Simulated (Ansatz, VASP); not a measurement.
CuAu: VASP beside Ansatz

The input INCAR:

```
SYSTEM = CuAu
ALGO = Normal
EDIFF = 1E-6
ENCUT = 520
GGA = PS
ISIF = 2
ISMEAR = -1
LASPH = .True.
LCHARG = .True.
LELF = .True.
LREAL = .False.
LVHAR = .True.
LWAVE = .False.
NBANDS = 18
NELM = 80
PREC = Accurate
SIGMA = 0.05
```

KPOINTS

```
k-points
0
Gamma
  11 11 11
  0 0 0
```

POSCAR

```
CuAu
1.0
    1.4135984423      0.8161414412      4.1692857537
   -1.4135984423      0.8161414412      4.1692857537
    0.0000000000     -1.6322828824      4.1692857537
Au Cu
1 1
Direct
    0.0000000000      0.0000000000      0.0000000000
    0.5000000000      0.5000000000      0.5000000000
```

File input.yaml:

```yaml
crystal:
  lattice:
    - [1.4135984423, 0.8161414412, 4.1692857537]
    - [-1.4135984423, 0.8161414412, 4.1692857537]
    - [0.0, -1.6322828824, 4.1692857537]
  atoms:
    - { symbol: Au, position: [0.0, 0.0, 0.0] }
    - { symbol: Cu, position: [0.5, 0.5, 0.5] }
kpoints:
  mp_grid: { grid: [11, 11, 11] }
scf:
  occupations: { method: fermi_dirac, width: 0.05 }
hamiltonian:
  xc: pbesol
  pseudopotentials: { kind: all_electron, lapw: { basis_error: 0.001 } }
output:
  forces: true
  stress: true
  eigenvalues: true
```

Change from the starting cell: volume scaled by 0.94.

Alike in both runs: task single point; functional PBEsol; k mesh 11 × 11 × 11; occupations fermi-dirac, width 0.05 eV; no spin polarisation.

|  | VASP | Ansatz |
| --- | --- | --- |
| version | VASP 6.6.1 | Ansatz 0.2.0 |
| potentials or method | VASP PAW PBE potentials, release 64 (Au, Cu), cutoff 520 eV | all-electron LAPW, scalar-relativistic |

Ansatz gave:

- gap on the k mesh at the Fermi level (eV): none
- pressure (GPa): 0.8
- traceless stress, the component that is largest in VASP (GPa): 1.89

Q: What did VASP give for the same quantities?

A: gap on the k mesh at the Fermi level (eV): none; pressure (GPa): 0.9; traceless stress, the component that is largest in VASP (GPa): 2.04.

VASP's potentials were made for PBE, not for PBEsol. A gap of «none» marks a metal or a gap that the smearing closes. Ansatz ran all-electron here, and VASP with PAW potentials.

Neither program's run includes spin-orbit coupling.
